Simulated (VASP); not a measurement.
# MoH3 (R-3m) in VASP: single point with PBE

Aim: the single point of MoH3 with PBE.

Everything below comes from runs of VASP 6.6.1. Logs are shortened: lines on timing, memory, paths and dates and some standing lists are left out, and cuts for length are marked.

### 1 The cell of the first run

Symmetry: R-3m, No. 166, trigonal system. Conventional cell: a = 2.748 Å, b = 2.748 Å, c = 14.170 Å, α = 90.00°, β = 90.00°, γ = 120.00°. Within 1.4 Å of H (site symmetry 3m) lie 1 H at 1.05 Å. H (site symmetry -3m) has 2 H at 1.05 Å within 1.4 Å. Mo (site symmetry -3m) has 6 H at 2.06 Å within 2.7 Å.

### 2 Single point, PBE

Input file INCAR:

```
  PREC = Accurate
  ENCUT = 500
  EDIFF = 1E-6
  ISMEAR = 0
  SIGMA = 0.15
  LREAL = F
  LASPH = T
  NELM = 120
  ALGO = Normal
  ISIF = 2
  LWAVE = F
  LCHARG = F
  GGA = PE
  NBANDS = 16
  GGA_COMPAT = F
```

Input file KPOINTS:

```
regular mesh
0
Gamma
  5 5 5
```

Input file POSCAR:

```
MoH3
1.0
    1.3738703277      0.7932044052      4.7234689882
   -1.3738703277      0.7932044052      4.7234689882
    0.0000000000     -1.5864088054      4.7234689890
H Mo
3 1
Direct
    0.9261360907      0.9261360907      0.9261360907
    0.0738639093      0.0738639093      0.0738639093
    0.0000000000      0.0000000000      0.0000000000
    0.5000000000      0.5000000000      0.5000000000
```

Potentials or basis: VASP PAW PBE potentials, release 64 (H, Mo_sv).

Launch:

```sh
$ cat potpaw_PBE.64/H/POTCAR potpaw_PBE.64/Mo_sv/POTCAR > POTCAR
$ mpirun -np 1 vasp_std > vasp.out
```

OUTCAR:

```text
PREC = Accurate
   ENCUT = 500
   EDIFF = 1E-6
   ISMEAR = 0
   LREAL = F
   LASPH = T
   NELM = 120
   ISIF = 2
   GGA = PE

 ion  position               nearest neighbor table
   1  0.926  0.926  0.926-   4 2.06   4 2.06   4 2.06
   2  0.074  0.074  0.074-   4 2.06   4 2.06   4 2.06
   3  0.000  0.000  0.000-
   4  0.500  0.500  0.500-   2 2.06   2 2.06   1 2.06   1 2.06   2 2.06   1 2.06

  LATTYP: Found a trigonal (rhomboedric) cell.
 ALAT       =     4.9827554815
 COS(alpha) =     0.8479514327

  Lattice vectors:

 A1 = (   1.3738703277,   0.7932044052,   4.7234689882)
 A2 = (  -1.3738703277,   0.7932044052,   4.7234689882)
 A3 = (   0.0000000000,  -1.5864088054,   4.7234689890)

Analysis of symmetry for initial positions (statically):
=====================================================================
 Subroutine PRICEL returns:
 Original cell was already a primitive cell.

 Routine SETGRP: Setting up the symmetry group for a
 trigonal (rhombohedral) supercell.

 Subroutine GETGRP returns: Found 12 space group operations
 (whereof 12 operations were pure point group operations)
 out of a pool of 12 trial point group operations.

The static configuration has the point symmetry D_3d.

Analysis of symmetry for dynamics (positions and initial velocities):
=====================================================================
 Subroutine PRICEL returns:
 Original cell was already a primitive cell.

 Routine SETGRP: Setting up the symmetry group for a
 trigonal (rhombohedral) supercell.

 Subroutine GETGRP returns: Found 12 space group operations
 (whereof 12 operations were pure point group operations)
 out of a pool of 12 trial point group operations.

The dynamic configuration has the point symmetry D_3d.

 Subroutine INISYM returns: Found 12 space group operations
 (whereof 12 operations are pure point group operations),
 and found     1 'primitive' translations

----------------------------------------------------------------------------------------

                                     Primitive cell

  volume of cell :      30.8847

  direct lattice vectors                    reciprocal lattice vectors
     1.373870328  0.793204405  4.723468988     0.363935366  0.210118181  0.070569603
    -1.373870328  0.793204405  4.723468988    -0.363935366  0.210118181  0.070569603
     0.000000000 -1.586408805  4.723468989     0.000000000 -0.420236363  0.070569604

  length of vectors
     4.982755481  4.982755481  4.982755481     0.426120487  0.426120487  0.426120487

  position of ions in fractional coordinates (direct lattice)
     0.926136091  0.926136091  0.926136091
     0.073863909  0.073863909  0.073863909
     0.000000000  0.000000000  0.000000000
     0.500000000  0.500000000  0.500000000

  ion indices of the primitive-cell ions
   primitive index   ion index
                 1           1
                 2           2
                 3           3
                 4           4

----------------------------------------------------------------------------------------

 KPOINTS: regular mesh

Automatic generation of k-mesh.
 Grid dimensions read from file:
 generate k-points for:    5    5    5

 Generating k-lattice:

  Cartesian coordinates                     Fractional coordinates (reciprocal lattice)
     0.072787073  0.042023636  0.014113921     0.200000000  0.000000000 -0.000000000
    -0.072787073  0.042023636  0.014113921     0.000000000  0.200000000 -0.000000000
     0.000000000 -0.084047273  0.014113921     0.000000000  0.000000000  0.200000000

  Length of vectors
     0.085224097  0.085224097  0.085224097

  Shift w.r.t. Gamma in fractional coordinates (k-lattice)
     0.000000000  0.000000000  0.000000000

 Subroutine IBZKPT returns following result:
 ===========================================

 Found     19 irreducible k-points:

 Following reciprocal coordinates:
            Coordinates               Weight
  0.000000  0.000000  0.000000      1.000000
  0.200000 -0.000000  0.000000      6.000000
  0.400000  0.000000  0.000000      6.000000
  0.200000  0.200000  0.000000      6.000000
  0.400000  0.200000  0.000000     12.000000
 -0.400000  0.200000 -0.000000     12.000000
[... 11 lines left out ...]
  0.400000  0.400000  0.400000      2.000000
 -0.400000  0.400000  0.400000      6.000000
   k-points           NKPTS =     19   k-points in BZ     NKDIM =     19   number of bands    NBANDS=     16
   number of dos      NEDOS =    301   number of ions     NIONS =      4
   total plane-waves  NPLWV =  46656
   dimension x,y,z NGX =    36 NGY =   36 NGZ =   36
   dimension x,y,z NGXF=    72 NGYF=   72 NGZF=   72
   ions per type =               3   1
   NGX,Y,Z   is equivalent  to a cutoff of  12.01, 12.01, 12.01 a.u.
   NGXF,Y,Z  is equivalent  to a cutoff of  24.02, 24.02, 24.02 a.u.
 SYSTEM =  unknown system
   PREC   = accura    normal or accurate (medium, high low for compatibility)
   ISTART =      0    job   : 0-new  1-cont  2-samecut
   ICHARG =      2    charge: 1-file 2-atom 10-const
   ISPIN  =      1    spin polarized calculation?
   LNONCOLLINEAR =      F non collinear calculations
   LSORBIT =      F    spin-orbit coupling
   LASPH  =      T    aspherical Exc in radial PAW
   ENCUT  =  500.0 eV  36.75 Ry    6.06 a.u.   9.08  9.08  9.08*2*pi/ulx,y,z
   NELM   =    120;   NELMIN=  2; NELMDL= -5     # of ELM steps
   EDIFF  = 0.1E-05   stopping-criterion for ELM
   LREAL  =      F    real-space projection
   EDIFFG = 0.1E-04   stopping-criterion for IOM
   NSW    =      0    number of steps for IOM
   IBRION =     -1    ionic relax: 0-MD 1-quasi-New 2-CG
   NFREE  =      0    steps in history (QN), initial steepest desc. (CG)
   ISIF   =      2    stress and relaxation
   ISYM   =      2    0-nonsym 1-usesym 2-fastsym
   POTIM  = 0.5000    time-step for ionic-motion
   TEBEG  =    0.0;   TEEND  =   0.0 temperature during run
   PSTRESS=    0.0 pullay stress
   NELECT =      17.0000    total number of electrons
   NUPDOWN=      -1.0000    fix difference up-down
   EMIN   =  10.00;   EMAX   =-10.00  energy-range for DOS
   EFERMI =   0.00;   METHOD = LEGACY
   ISMEAR =     0;   SIGMA  =   0.15  broadening in eV -4-tet -1-fermi 0-gaus
   EFERMI_NEDOS =   21; number of points for ismear=-14 and -15
   IALGO  =     38    algorithm
   IMIX   =      4    mixing-type and parameters
     AMIX     =   0.40;   BMIX     =  1.00
     AMIX_MAG =   1.60;   BMIX_MAG =  1.00
  volume/ion in A,a.u.               =       7.72        52.11
  Fermi-wavevector in a.u.,A,eV,Ry     =   1.341663  2.535375 24.491294  1.800059
  Thomas-Fermi vector in A             =   2.469879
   LORBIT       =      0    0 simple, 1 ext, 2 COOP (PROOUT), +10 PAW based schemes
   GGA     = PE    functional components
   LHFCALC =     F    Hartree Fock is set to
   AEXX    =    0.0000 exact exchange contribution
   IVDW    =     0    specifies the selected vdW correction
   LEPSILON=     F    determine dielectric tensor
   LRPA    =     F    only Hartree local field effects (RPA)
 non-spin polarized calculation
 Gauss-broadening in eV      SIGMA  =   0.15
  energy-cutoff  :      500.00
  volume of cell :       30.88
 maximum number of plane-waves:       796
   NGX = 19   NGY = 19   NGZ = 19

 number of electron      17.0000000 magnetization

 Free energy of the ion-electron system (eV)
  ---------------------------------------------------
  ext. energy  EPLUGINS =         0.00000000
  ---------------------------------------------------
  free energy    TOTEN  =       -18.69901313 eV

  energy without entropy =      -18.68405425  energy(sigma->0) =      -18.69153369

 E-fermi :   6.4496     XC(G=0): -10.9124

 val. band max:        6.3933094837   @ k =   0.4000   0.2000   0.0000
 cond. band min:       6.5413481221   @ k =  -0.4000   0.4000   0.4000
 fundamental gap:      0.1480386383
 Fermi energy:         6.4495816415

 k-point     1 :       0.0000    0.0000    0.0000
  band No.  band energies     occupation
      1     -54.7053      2.00000
      2     -28.8470      2.00000
      3     -28.0848      2.00000
      4     -28.0848      2.00000
      5      -4.5347      2.00000
      6       1.7320      2.00000
[... 8 lines left out ...]
     15      22.6437      0.00000
     16      23.6525      0.00000

 k-point     2 :       0.2000   -0.0000    0.0000
  band No.  band energies     occupation
      1     -54.6326      2.00000
      2     -28.7694      2.00000
      3     -28.5591      2.00000
      4     -28.1916      2.00000
      5      -3.6387      2.00000
      6       0.9549      2.00000
[... 8 lines left out ...]
     15      22.3024      0.00000
     16      23.0351      0.00000

 k-point     3 :       0.4000    0.0000    0.0000
  band No.  band energies     occupation
      1     -54.5126      2.00000
      2     -29.2825      2.00000
      3     -28.6412      2.00000
      4     -28.3602      2.00000
      5      -1.7547      2.00000
      6      -0.0993      2.00000
[... 8 lines left out ...]
     15      19.1564      0.00000
     16      20.8992      0.00000

 k-point     4 :       0.2000    0.2000    0.0000
  band No.  band energies     occupation
      1     -54.6326      2.00000
      2     -28.7697      2.00000
      3     -28.5590      2.00000
      4     -28.1916      2.00000
      5      -3.6265      2.00000
      6       1.0173      2.00000
[... 8 lines left out ...]
     15      21.6026      0.00000
     16      22.2843      0.00000
[... 229 lines left out ...]
 k-point    17 :      -0.4000   -0.4000    0.2000
  band No.  band energies     occupation
      1     -54.5126      2.00000
      2     -29.2821      2.00000
      3     -28.6421      2.00000
      4     -28.3603      2.00000
      5      -2.5012      2.00000
      6       1.4507      2.00000
[... 8 lines left out ...]
     15      19.5341      0.00000
     16      19.6247      0.00000

 k-point    18 :       0.4000    0.4000    0.4000
  band No.  band energies     occupation
      1     -54.7053      2.00000
      2     -28.8503      2.00000
      3     -28.0848      2.00000
      4     -28.0848      2.00000
      5      -3.6016      2.00000
      6      -1.3251      2.00000
[... 8 lines left out ...]
     15      21.9445      0.00000
     16      25.1214      0.00000

 k-point    19 :      -0.4000    0.4000    0.4000
  band No.  band energies     occupation
      1     -54.6326      2.00000
      2     -28.7719      2.00000
      3     -28.5589      2.00000
      4     -28.1916      2.00000
      5      -3.0425      2.00000
      6      -0.4474      2.00000
[... 8 lines left out ...]
     15      21.2928      0.00000
     16      22.7497      0.00000

------------------------ aborting loop because EDIFF is reached ----------------------------------------

  FORCE on cell =-STRESS in cart. coord.  units (eV):
  Direction    XX          YY          ZZ          XY          YZ          ZX
  --------------------------------------------------------------------------------------
  -------------------------------------------------------------------------------------
  Total       -0.0635366     -0.0635366     -0.1063921      0.0000000     -0.0000000      0.0000000
  in kB       -3.2960339     -3.2960339     -5.5192085      0.0000000     -0.0000000      0.0000000
  external PRESSURE =      -4.0370921 kB  Pullay stress =       0.0000000 kB

 VOLUME and BASIS-vectors are now :
 -----------------------------------------------------------------------------
  energy-cutoff  :      500.00
  volume of cell :       30.88
      direct lattice vectors                 reciprocal lattice vectors
     1.373870328  0.793204405  4.723468988     0.363935366  0.210118181  0.070569603
    -1.373870328  0.793204405  4.723468988    -0.363935366  0.210118181  0.070569603
     0.000000000 -1.586408805  4.723468989     0.000000000 -0.420236363  0.070569604

 POSITION                                       TOTAL-FORCE (eV/Angst)
 -----------------------------------------------------------------------------------
      0.00000      0.00000     13.12373        -0.000000     -0.000000     -0.008979
      0.00000      0.00000      1.04668        -0.000000      0.000000      0.008979
      0.00000      0.00000      0.00000        -0.000000     -0.000000      0.000000
      0.00000      0.00000      7.08520         0.000000     -0.000000     -0.000000
 -----------------------------------------------------------------------------------
    total drift:                                0.000000     -0.000000      0.000000

  FREE ENERGIE OF THE ION-ELECTRON SYSTEM (eV)
  ---------------------------------------------------
  free  energy   TOTEN  =       -18.6990131341 eV

  energy  without entropy=      -18.6840542454  energy(sigma->0) =      -18.69153369
```

It took 7.9 s on 1 thread of Intel Xeon 6975P-C (Granite Rapids), shared host; peak memory 0.2 GiB.

What came out:

* Free energy: -18.6990 eV
* Pressure: -0.4 GPa
* Largest force: 0.009 eV/Å

Forces in eV/Å, atoms in the order of the input:
```
H    0.000  0.000 -0.009
H    0.000  0.000  0.009
H    0.000  0.000  0.000
Mo   0.000  0.000  0.000
```

Caveat: the k points lie up to 0.54 Å⁻¹ apart.
